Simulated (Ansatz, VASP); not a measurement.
Two plane-wave programs on Hg

```xyz
4
Lattice="3.4694 0.0000 0.0000 -1.7347 3.0046 0.0000 0.0000 0.0000 10.9910" Properties=species:S:1:pos:R:3 pbc="T T T"
Hg   -1.7347    3.0046    0.0000
Hg   -1.7347    3.0046    5.4955
Hg    0.0000    2.0031    2.7478
Hg    1.7347    1.0015    8.2433
```

Alike in both runs: task single point; functional PBE; k mesh 12 × 12 × 4; occupations fermi-dirac, width 0.1 eV; no spin polarisation.

|  | VASP | Ansatz |
| --- | --- | --- |
| version | VASP 6.6.1 | Ansatz 0.2.0 |
| potentials or method | VASP PAW PBE potentials, release 64 (Hg), cutoff 500 eV | plane waves (420 eV) with PAW, scalar-relativistic |
| valence electrons in the cell | 48 | 80 |

|  | VASP | Ansatz | Ansatz less VASP |
| --- | --- | --- | --- |
| pressure (GPa) | 0.8 | 0.7 | -0.10 |

VASP's potentials hold 48 valence electrons a cell and Ansatz's 80, so a difference there can come from the potentials and not from the codes.

Neither program's run includes spin-orbit coupling.
